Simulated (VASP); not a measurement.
Nb: single point with PBEsol

Nb:

```
Nb
1.0
    -3.32790    3.32790    3.32790
     3.32790   -3.32790    3.32790
     3.32790    3.32790   -3.32790
Nb
7
Direct
  0.00000 0.00000 0.37758
  0.00000 0.42624 0.97423
  0.00000 0.50910 0.46169
  0.42624 0.00000 0.97423
  0.50910 0.00000 0.46169
  0.49090 0.49090 0.95259
  0.57376 0.57376 0.54799
```

```
Program             : VASP 6.6.1
Task                : single point
Functional          : PBEsol
Potentials or basis : VASP PAW PBE potentials, release 64 (Nb_sv)
Cutoff              : 400 eV
k mesh              : 2 × 2 × 2
Occupations         : fermi-dirac, width 0.1 eV
Spin                : no spin polarisation
```

```yaml
Pressure: -16.9 GPa
Largest_force: 0.068 eV/Å
Band_gap_on_the_k_mesh: zero (an odd number of electrons rules out a gap without spin polarisation)
```

Forces in eV/Å, atoms in the order of the input:
```
Nb   0.039  0.039 -0.039
Nb  -0.043 -0.019  0.019
Nb  -0.014  0.028 -0.028
Nb  -0.019 -0.043  0.019
Nb   0.028 -0.014 -0.028
Nb   0.028  0.028  0.014
Nb  -0.019 -0.019  0.043
```

Stress tensor (GPa, compression positive):
```
-16.86   0.41  -0.41
  0.41 -16.86  -0.41
 -0.41  -0.41 -16.86
```

Levels at points of the mesh, in eV from the Fermi level:
```csv
k point,band 44,band 45,band 46,band 47,band 48,band 49
"(0.00, 0.00, 0.00)",0.43,0.58,0.58,1.30,1.30,1.50
"(0.50, 0.00, 0.00)",-0.50,-0.13,-0.02,0.16,0.27,0.34
"(0.00, 0.00, 0.50)",-0.53,-0.18,-0.16,0.09,0.24,0.33
"(0.50, 0.50, 0.50)",-0.97,-0.43,-0.43,0.73,0.73,0.77
```

Run time: 36 s on 1 thread of Intel(R) Xeon(R) Platinum 8259CL CPU @ 2.50GHz (Skylake/Cascade Lake), with other jobs on the host, peak memory 0.23 GiB.

Caveat: the k points lie up to 0.67 Å⁻¹ apart, too coarse for converged energies and pressures of a metal; the PAW data sets were made with another functional, which shifts forces and pressure a little.
